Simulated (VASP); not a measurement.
# InSe in VASP: a series of runs

The runs below take InSe through single point, with PBEsol.

Everything below comes from runs of VASP 6.6.1. Logs are shortened: lines on timing, memory, paths and dates and some standing lists are left out, and cuts for length are marked.

## (1) The cell of the first run

The typed cell holds 4 atoms: a = 8.665 Å, b = 8.621 Å, c = 8.609 Å, α = 26.73°, β = 26.89°, γ = 26.76°.

## (2) Single point, PBEsol (equal xy, yz and zx shear strains of +1 %)

INCAR reads:

```
  PREC = Accurate
  ENCUT = 520
  EDIFF = 1E-7
  ISMEAR = -1
  SIGMA = 0.01
  LREAL = False
  LASPH = True
  NELM = 100
  ALGO = Normal
  ISIF = 2
  LWAVE = False
  LCHARG = True
  GGA = PS
  LELF = True
  LVHAR = True
  NBANDS = 27
```

KPOINTS reads:

```
Automatic mesh
0
Gamma
  7 7 7
```

POSCAR reads:

```
InSe
1.0
    2.0473565020      1.2062836848      8.3324434999
   -1.9526427986      1.1862836882      8.3124435034
    0.0300363466     -2.2678173230      8.3051229966
In Se
2 2
Direct
    0.0000000000      0.0000000000      0.0000000000
    0.1122000000      0.1122000000      0.1122000000
    0.6155000000      0.6155000000      0.6155000000
    0.8300000000      0.8300000000      0.8300000000
```

Potentials or basis: VASP PAW PBE potentials, release 64 (In_d, Se).

Launch:

```console
$ cat potpaw_PBE.64/In_d/POTCAR potpaw_PBE.64/Se/POTCAR > POTCAR
$ mpirun -np 1 vasp_std > vasp.out
```

OUTCAR:

```text
PREC = Accurate
   ENCUT = 520
   EDIFF = 1E-7
   ISMEAR = -1
   LREAL = False
   LASPH = True
   NELM = 100
   ISIF = 2
   GGA = PS

 ion  position               nearest neighbor table
   1  0.000  0.000  0.000-   3 2.63   3 2.63   3 2.65   2 2.80
   2  0.112  0.112  0.112-   4 2.63   4 2.63   4 2.66   1 2.80
   3  0.615  0.615  0.615-   1 2.63   1 2.63   1 2.65
   4  0.830  0.830  0.830-   2 2.63   2 2.63   2 2.66

  LATTYP: Found a triclinic cell.
 ALAT       =     3.9826980777
 B/A-ratio  =     1.0043692043
 C/A-ratio  =     2.1616595223
 COS(alpha) =     0.0069949715
 COS(beta)  =     0.2284188795
 COS(gamma) =     0.4934652004

  Lattice vectors:

 A1 = (   1.9826791452,  -3.4541010112,  -0.0073205068)
 A2 = (   3.9999993006,   0.0199999966,   0.0199999965)
 A3 = (   0.0300363466,  -2.2678173230,   8.3051229966)

Analysis of symmetry for initial positions (statically):
=====================================================================
 Subroutine PRICEL returns:
 Original cell was already a primitive cell.

 Routine SETGRP: Setting up the symmetry group for a
 triclinic supercell.

 Subroutine GETGRP returns: Found  1 space group operations
 (whereof  1 operations were pure point group operations)
 out of a pool of  2 trial point group operations.

The static configuration has the point symmetry C_1 .

Analysis of symmetry for dynamics (positions and initial velocities):
=====================================================================
 Subroutine PRICEL returns:
 Original cell was already a primitive cell.

 Routine SETGRP: Setting up the symmetry group for a
 triclinic supercell.

 Subroutine GETGRP returns: Found  1 space group operations
 (whereof  1 operations were pure point group operations)
 out of a pool of  2 trial point group operations.

The dynamic configuration has the point symmetry C_1 .

 Subroutine INISYM returns: Found  1 space group operations
 (whereof  1 operations are pure point group operations),
 and found     1 'primitive' translations

----------------------------------------------------------------------------------------

                                     Primitive cell

  volume of cell :     115.2305

  direct lattice vectors                    reciprocal lattice vectors
     2.047356502  1.206283685  8.332443500     0.249094935  0.142901517  0.038120162
    -1.952642799  1.186283688  8.312443503    -0.250930029  0.145389203  0.040607848
     0.030036347 -2.267817323  8.305122997     0.001236853 -0.288888961  0.041518405

  length of vectors
     8.664664082  8.620719221  8.609237224     0.289693419  0.292835956  0.291859795

  position of ions in fractional coordinates (direct lattice)
     0.000000000  0.000000000  0.000000000
     0.112200000  0.112200000  0.112200000
     0.615500000  0.615500000  0.615500000
     0.830000000  0.830000000  0.830000000

  ion indices of the primitive-cell ions
   primitive index   ion index
                 1           1
                 2           2
                 3           3
                 4           4

----------------------------------------------------------------------------------------

 KPOINTS: Automatic mesh

Automatic generation of k-mesh.
 Grid dimensions read from file:
 generate k-points for:    7    7    7

 Generating k-lattice:

  Cartesian coordinates                     Fractional coordinates (reciprocal lattice)
     0.035584991  0.020414502  0.005445737     0.142857143 -0.000000000  0.000000000
    -0.035847147  0.020769886  0.005801121    -0.000000000  0.142857143 -0.000000000
     0.000176693 -0.041269852  0.005931201    -0.000000000 -0.000000000  0.142857143

  Length of vectors
     0.041384774  0.041833708  0.041694256

  Shift w.r.t. Gamma in fractional coordinates (k-lattice)
     0.000000000  0.000000000  0.000000000

 Subroutine IBZKPT returns following result:
 ===========================================

 Found    172 irreducible k-points:

 Following reciprocal coordinates:
            Coordinates               Weight
  0.000000  0.000000  0.000000      1.000000
  0.142857  0.000000  0.000000      2.000000
  0.285714  0.000000  0.000000      2.000000
  0.428571 -0.000000  0.000000      2.000000
  0.000000  0.142857  0.000000      2.000000
  0.142857  0.142857 -0.000000      2.000000
[... 16 lines left out ...]
 -0.428571  0.428571 -0.000000      2.000000
 -0.285714  0.428571  0.000000      2.000000
 [... further k-points ...]
   k-points           NKPTS =    172   k-points in BZ     NKDIM =    172   number of bands    NBANDS=     27
   number of dos      NEDOS =    301   number of ions     NIONS =      4
   total plane-waves  NPLWV = 262144
   dimension x,y,z NGX =    64 NGY =   64 NGZ =   64
   dimension x,y,z NGXF=   128 NGYF=  128 NGZF=  128
   ions per type =               2   2
   NGX,Y,Z   is equivalent  to a cutoff of  12.28, 12.34, 12.36 a.u.
   NGXF,Y,Z  is equivalent  to a cutoff of  24.56, 24.68, 24.72 a.u.
 SYSTEM =  unknown system
   PREC   = accura    normal or accurate (medium, high low for compatibility)
   ISTART =      0    job   : 0-new  1-cont  2-samecut
   ICHARG =      2    charge: 1-file 2-atom 10-const
   ISPIN  =      1    spin polarized calculation?
   LNONCOLLINEAR =      F non collinear calculations
   LSORBIT =      F    spin-orbit coupling
   LASPH  =      T    aspherical Exc in radial PAW
   ENCUT  =  520.0 eV  38.22 Ry    6.18 a.u.  16.11 16.03 16.01*2*pi/ulx,y,z
   NELM   =    100;   NELMIN=  2; NELMDL= -5     # of ELM steps
   EDIFF  = 0.1E-06   stopping-criterion for ELM
   LREAL  =      F    real-space projection
   EDIFFG = 0.1E-05   stopping-criterion for IOM
   NSW    =      0    number of steps for IOM
   IBRION =     -1    ionic relax: 0-MD 1-quasi-New 2-CG
   NFREE  =      0    steps in history (QN), initial steepest desc. (CG)
   ISIF   =      2    stress and relaxation
   ISYM   =      2    0-nonsym 1-usesym 2-fastsym
   POTIM  = 0.5000    time-step for ionic-motion
   TEBEG  =    0.0;   TEEND  =   0.0 temperature during run
   PSTRESS=    0.0 pullay stress
   NELECT =      38.0000    total number of electrons
   NUPDOWN=      -1.0000    fix difference up-down
   EMIN   =  10.00;   EMAX   =-10.00  energy-range for DOS
   EFERMI =   0.00;   METHOD = LEGACY
   ISMEAR =    -1;   SIGMA  =   0.01  broadening in eV -4-tet -1-fermi 0-gaus
   EFERMI_NEDOS =   21; number of points for ismear=-14 and -15
   IALGO  =     38    algorithm
   IMIX   =      4    mixing-type and parameters
     AMIX     =   0.40;   BMIX     =  1.00
     AMIX_MAG =   1.60;   BMIX_MAG =  1.00
  volume/ion in A,a.u.               =      28.81       194.40
  Fermi-wavevector in a.u.,A,eV,Ry     =   1.131046  2.137367 17.405453  1.279265
  Thomas-Fermi vector in A             =   2.267744
   LORBIT       =      0    0 simple, 1 ext, 2 COOP (PROOUT), +10 PAW based schemes
   GGA     = PS    functional components
   LHFCALC =     F    Hartree Fock is set to
   AEXX    =    0.0000 exact exchange contribution
   IVDW    =     0    specifies the selected vdW correction
   LEPSILON=     F    determine dielectric tensor
   LRPA    =     F    only Hartree local field effects (RPA)
 non-spin polarized calculation
  energy-cutoff  :      520.00
  volume of cell :      115.23
 maximum number of plane-waves:      3132
   NGX = 33   NGY = 33   NGZ = 31

 number of electron      37.9999996 magnetization

 Free energy of the ion-electron system (eV)
  ---------------------------------------------------
  ext. energy  EPLUGINS =         0.00000000
  ---------------------------------------------------
  free energy    TOTEN  =       -15.58839802 eV

  energy without entropy =      -15.58839802  energy(sigma->0) =      -15.58839802

 E-fermi :   4.2532     XC(G=0):  -9.1814

 val. band max:        3.9875991013   @ k =   0.4286  -0.4286   0.4286
 cond. band min:       4.6392838621   @ k =   0.4286   0.4286   0.4286
 fundamental gap:      0.6516847608
 Fermi energy:         4.2532489031

 k-point     1 :       0.0000    0.0000    0.0000
  band No.  band energies     occupation
      1     -10.6264      2.00000
      2     -10.4417      2.00000
      3     -10.4410      2.00000
      4     -10.3624      2.00000
      5     -10.3595      2.00000
      6     -10.3444      2.00000
[... 19 lines left out ...]
     26       9.5891      0.00000
     27      11.6054      0.00000

 k-point     2 :       0.1429    0.0000    0.0000
  band No.  band energies     occupation
      1     -10.6343      2.00000
      2     -10.5163      2.00000
      3     -10.4489      2.00000
      4     -10.4373      2.00000
      5     -10.3494      2.00000
      6     -10.3453      2.00000
[... 19 lines left out ...]
     26      10.0184      0.00000
     27      11.0504      0.00000

 k-point     3 :       0.2857    0.0000    0.0000
  band No.  band energies     occupation
      1     -10.7090      2.00000
      2     -10.5858      2.00000
      3     -10.5622      2.00000
      4     -10.4347      2.00000
      5     -10.3614      2.00000
      6     -10.3137      2.00000
[... 19 lines left out ...]
     26      10.6415      0.00000
     27      11.0273      0.00000

 k-point     4 :       0.4286   -0.0000    0.0000
  band No.  band energies     occupation
      1     -10.7805      2.00000
      2     -10.6686      2.00000
      3     -10.5597      2.00000
      4     -10.4357      2.00000
      5     -10.3708      2.00000
      6     -10.2889      2.00000
[... 19 lines left out ...]
     26      10.5264      0.00000
     27      11.0731      0.00000
[... 516 lines left out ...]
      4     -10.4362      2.00000
      5     -10.3717      2.00000
      6     -10.2874      2.00000
[... 19 lines left out ...]
     26      11.2589      0.00000
     27      11.8984      0.00000

 k-point    23 :      -0.4286    0.4286   -0.0000
  band No.  band energies     occupation
      1     -10.7815      2.00000
      2     -10.6952      2.00000
      3     -10.5567      2.00000
      4     -10.4468      2.00000
      5     -10.3628      2.00000
      6     -10.2912      2.00000
[... 19 lines left out ...]
     26      11.5437      0.00000
     27      12.0605      0.00000

 k-point    24 :      -0.2857    0.4286    0.0000
  band No.  band energies     occupation
      1     -10.7833      2.00000
      2     -10.6942      2.00000
      3     -10.5563      2.00000
      4     -10.4565      2.00000
      5     -10.3491      2.00000
      6     -10.3001      2.00000
[... 19 lines left out ...]
     26      10.7100      0.00000
     27      11.4149      0.00000

 [... further k-points ...]

------------------------ aborting loop because EDIFF is reached ----------------------------------------

  FORCE on cell =-STRESS in cart. coord.  units (eV):
  Direction    XX          YY          ZZ          XY          YZ          ZX
  --------------------------------------------------------------------------------------
  -------------------------------------------------------------------------------------
  Total        0.3728190      0.3910281     -0.0466545     -0.2499662     -0.2664640     -0.2750616
  in kB        5.1837151      5.4368966     -0.6486897     -3.4755574     -3.7049434     -3.8244858
  external PRESSURE =       3.3239740 kB  Pullay stress =       0.0000000 kB

 VOLUME and BASIS-vectors are now :
 -----------------------------------------------------------------------------
  energy-cutoff  :      520.00
  volume of cell :      115.23
      direct lattice vectors                 reciprocal lattice vectors
     2.047356502  1.206283685  8.332443500     0.249094935  0.142901517  0.038120162
    -1.952642799  1.186283688  8.312443503    -0.250930029  0.145389203  0.040607848
     0.030036347 -2.267817323  8.305122997     0.001236853 -0.288888961  0.041518405

 POSITION                                       TOTAL-FORCE (eV/Angst)
 -----------------------------------------------------------------------------------
      0.00000      0.00000      0.00000        -0.010537     -0.055765      0.172323
      0.01400      0.01400      2.79939         0.097077      0.052802     -0.175786
      0.07678      0.07678     15.35673         0.026345      0.073370     -0.028394
      0.10354      0.10354     20.70851        -0.112886     -0.070407      0.031856
 -----------------------------------------------------------------------------------
    total drift:                               -0.000166      0.000015      0.000094

  FREE ENERGIE OF THE ION-ELECTRON SYSTEM (eV)
  ---------------------------------------------------
  free  energy   TOTEN  =       -15.5883980173 eV

  energy  without entropy=      -15.5883980173  energy(sigma->0) =      -15.58839802
```

Wall time 34 min (1 thread of Intel Xeon Platinum 8259CL at 2.50GHz (Skylake/Cascade Lake), shared host); peak memory 0.86 GiB.

What came out:

* Free energy: -15.5884 eV
* Pressure: 0.3 GPa
* Largest force: 0.208 eV/Å
* Band gap on the k mesh: 0.65 eV (least direct gap 0.69 eV)

Forces in eV/Å, atoms in the order of the input:
```
In  -0.011 -0.056  0.172
In   0.097  0.053 -0.176
Se   0.026  0.073 -0.028
Se  -0.113 -0.070  0.032
```

Levels at points of the mesh, in eV from the valence-band top:
```tsv
k point	band 17	band 18	band 19	band 20	band 21	band 22
(0.00, 0.00, 0.00)	-1.19	-1.09	-1.04	1.85	2.14	4.42
```

Caveat: the cell differs from its parent crystal (equal xy, yz and zx shear strains of +1 %); the PAW data sets were made with another functional, which shifts forces and pressure a little; spin-orbit coupling is left out, which moves the levels of the heavy elements; an odd mesh through Γ misses points on the zone boundary, where band edges can lie.

## (3) Single point, PBEsol (27.08 Å³/atom)

This run uses another cell than the first one, of 27.08 Å³/atom.

INCAR reads:

```
ALGO = Normal
EDIFF = 1E-6
ENCUT = 520
GGA = PS
ISIF = 2
ISMEAR = -1
LASPH = True
LCHARG = True
LELF = True
LREAL = False
LVHAR = True
LWAVE = False
NBANDS = 27
NELM = 80
PREC = Accurate
SIGMA = 0.01
```

KPOINTS reads:

```
k-points
0
Gamma
  7 7 7
```

POSCAR reads:

```
InSe
1.0
    1.9591718749      1.1311284094      8.1468944028
   -1.9591718749      1.1311284094      8.1468944028
    0.0000000000     -2.2622568187      8.1468944028
In Se
2 2
Direct
    0.0000000000      0.0000000000      0.0000000000
    0.1122000000      0.1122000000      0.1122000000
    0.6155000000      0.6155000000      0.6155000000
    0.8300000000      0.8300000000      0.8300000000
```

Potentials or basis: VASP PAW PBE potentials, release 64 (In_d, Se).

Launch:

```console
$ cat potpaw_PBE.64/In_d/POTCAR potpaw_PBE.64/Se/POTCAR > POTCAR
$ mpirun -np 1 vasp_std > vasp.out
```

OUTCAR:

```text
EDIFF = 1E-6
   ENCUT = 520
   GGA = PS
   ISIF = 2
   ISMEAR = -1
   LASPH = True
   LREAL = False
   NELM = 80
   PREC = Accurate

 ion  position               nearest neighbor table
   1  0.000  0.000  0.000-   3 2.58   3 2.58   3 2.58   2 2.74
   2  0.112  0.112  0.112-   4 2.58   4 2.58   4 2.58   1 2.74
   3  0.615  0.615  0.615-   1 2.58   1 2.58   1 2.58
   4  0.830  0.830  0.830-   2 2.58   2 2.58   2 2.58

  LATTYP: Found a trigonal (rhomboedric) cell.
 ALAT       =     8.4551578533
 COS(alpha) =     0.8926179648

  Lattice vectors:

 A1 = (   1.9591718749,   1.1311284094,   8.1468944028)
 A2 = (  -1.9591718749,   1.1311284094,   8.1468944028)
 A3 = (   0.0000000000,  -2.2622568187,   8.1468944028)

Analysis of symmetry for initial positions (statically):
=====================================================================
 Subroutine PRICEL returns:
 Original cell was already a primitive cell.

 Routine SETGRP: Setting up the symmetry group for a
 trigonal (rhombohedral) supercell.
[... 166 lines left out ...]
  free energy    TOTEN  =       -15.50028405 eV

  energy without entropy =      -15.50028405  energy(sigma->0) =      -15.50028405

 E-fermi :   4.8738     XC(G=0):  -9.4600

 val. band max:        4.6360620347   @ k =  -0.4286   0.4286   0.4286
 cond. band min:       5.4492322002   @ k =   0.4286   0.4286   0.4286
 fundamental gap:      0.8131701655
 Fermi energy:         4.8737617654

 k-point     1 :       0.0000    0.0000    0.0000
  band No.  band energies     occupation
      1     -10.1528      2.00000
      2      -9.9322      2.00000
      3      -9.9322      2.00000
      4      -9.8370      2.00000
      5      -9.8370      2.00000
      6      -9.8135      2.00000
[... 709 lines left out ...]
     26      11.2633      0.00000
     27      11.9967      0.00000

 [... further k-points ...]

------------------------ aborting loop because EDIFF is reached ----------------------------------------

  FORCE on cell =-STRESS in cart. coord.  units (eV):
  Direction    XX          YY          ZZ          XY          YZ          ZX
  --------------------------------------------------------------------------------------
  -------------------------------------------------------------------------------------
  Total        2.9627378      2.9627378      2.3585143      0.0000000      0.0000000      0.0000000
  in kB       43.8203669     43.8203669     34.8836011      0.0000000      0.0000000      0.0000000
  external PRESSURE =      40.8414450 kB  Pullay stress =       0.0000000 kB

 VOLUME and BASIS-vectors are now :
 -----------------------------------------------------------------------------
  energy-cutoff  :      520.00
  volume of cell :      108.32
      direct lattice vectors                 reciprocal lattice vectors
     1.959171875  1.131128409  8.146894403     0.255209870  0.147345487  0.040915387
    -1.959171875  1.131128409  8.146894403    -0.255209870  0.147345487  0.040915387
     0.000000000 -2.262256819  8.146894403     0.000000000 -0.294690975  0.040915387

 POSITION                                       TOTAL-FORCE (eV/Angst)
 -----------------------------------------------------------------------------------
      0.00000      0.00000      0.00000         0.000000      0.000000      0.430853
      0.00000      0.00000      2.74224         0.000000     -0.000000     -0.425149
      0.00000      0.00000     15.04324         0.000000     -0.000000     -0.530788
      0.00000      0.00000     20.28577         0.000000      0.000000      0.525084
 -----------------------------------------------------------------------------------
    total drift:                                0.000000     -0.000000      0.000080

  FREE ENERGIE OF THE ION-ELECTRON SYSTEM (eV)
  ---------------------------------------------------
  free  energy   TOTEN  =       -15.5002840548 eV

  energy  without entropy=      -15.5002840548  energy(sigma->0) =      -15.50028405
```

OSZICAR:

```text
N       E                     dE             d eps       ncg     rms          rms(c)
DAV:   1     0.340088445884E+03    0.34009E+03   -0.17351E+04  2376   0.158E+03
DAV:   2     0.232482783720E+02   -0.31684E+03   -0.30731E+03  2448   0.391E+02
DAV:   3    -0.142656967055E+02   -0.37514E+02   -0.36694E+02  2969   0.145E+02
DAV:   4    -0.158966191842E+02   -0.16309E+01   -0.16265E+01  2861   0.306E+01
DAV:   5    -0.159634285273E+02   -0.66809E-01   -0.66801E-01  3687   0.600E+00    0.725E+00
DAV:   6    -0.155434641412E+02    0.41996E+00   -0.76187E-01  3343   0.154E+01    0.434E+00
DAV:   7    -0.155032799455E+02    0.40184E-01   -0.34810E-01  3515   0.496E+00    0.107E+00
DAV:   8    -0.155001634300E+02    0.31165E-02   -0.35761E-02  3676   0.218E+00    0.626E-01
DAV:   9    -0.155002133260E+02   -0.49896E-04   -0.47305E-03  2827   0.415E-01    0.134E-01
DAV:  10    -0.155002377588E+02   -0.24433E-04   -0.30287E-04  3759   0.157E-01    0.771E-02
DAV:  11    -0.155002863198E+02   -0.48561E-04   -0.12239E-04  2938   0.109E-01    0.182E-02
DAV:  12    -0.155002821128E+02    0.42070E-05   -0.14191E-05  3524   0.443E-02    0.137E-02
DAV:  13    -0.155002838210E+02   -0.17083E-05   -0.31951E-06  2285   0.101E-02    0.630E-03
DAV:  14    -0.155002840548E+02   -0.23380E-06   -0.11277E-06  1961   0.157E-02
   1 F= -.15500284E+02 E0= -.15500284E+02  d E =-.482603E-12
```

Wall time 4.4 min (1 thread of Intel Xeon 6975P-C (Granite Rapids), shared host); peak memory 0.57 GiB.

What came out:

```
Free energy            : -15.5003 eV
Pressure               : 4.1 GPa
Largest force          : 0.531 eV/Å
Band gap on the k mesh : 0.81 eV (least direct gap 0.82 eV)
```

Forces in eV/Å, atoms in the order of the input:
```
In   0.000  0.000  0.431
In   0.000  0.000 -0.425
Se   0.000  0.000 -0.531
Se   0.000  0.000  0.525
```

Stress tensor (GPa, compression positive):
```
4.38 0.00 0.00
0.00 4.38 0.00
0.00 0.00 3.49
```

Caveat: the cell stands under pressure; the PAW data sets were made with another functional, which shifts forces and pressure a little; spin-orbit coupling is left out, which moves the levels of the heavy elements; an odd mesh through Γ misses points on the zone boundary, where band edges can lie.

[end of part 1 of 2]
